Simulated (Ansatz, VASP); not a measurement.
## WC: VASP beside Ansatz

```
W C
1.0
     0.00000    2.17376    2.17376
     2.17376    0.00000    2.17376
     2.17376    2.17376    0.00000
W C
1 1
Direct
  0.00000 0.00000 0.00000
  0.50000 0.50000 0.50000
```

Alike in both runs: functional PBEsol; k mesh 8 × 8 × 8; occupations gaussian, width 0.1 eV; no spin polarisation.

Ansatz relaxed the structure, and its values are those at the end. VASP's run is a single point on that final structure, the one shown.

```csv
,VASP,Ansatz
version,VASP 6.6.1,Ansatz 0.2.0
potentials or method,"VASP PAW PBE potentials, release 64 (W_sv, C_h), cutoff 1300 eV","scalar-relativistic, plane waves, PAW"
valence electrons in the cell,18,18
```

VASP gave:

- gap on the k mesh at the Fermi level (eV): none
- pressure (GPa): 0.7

Task: Estimate Ansatz's values.

Result: gap on the k mesh at the Fermi level (eV): none; pressure (GPa): -0.3.

VASP's potentials were made for PBE, not for PBEsol. A gap of «none» marks a metal or a gap that the smearing closes. With one functional, cell and mesh, what is left measures potentials, basis and numerics.

Neither program's run includes spin-orbit coupling.
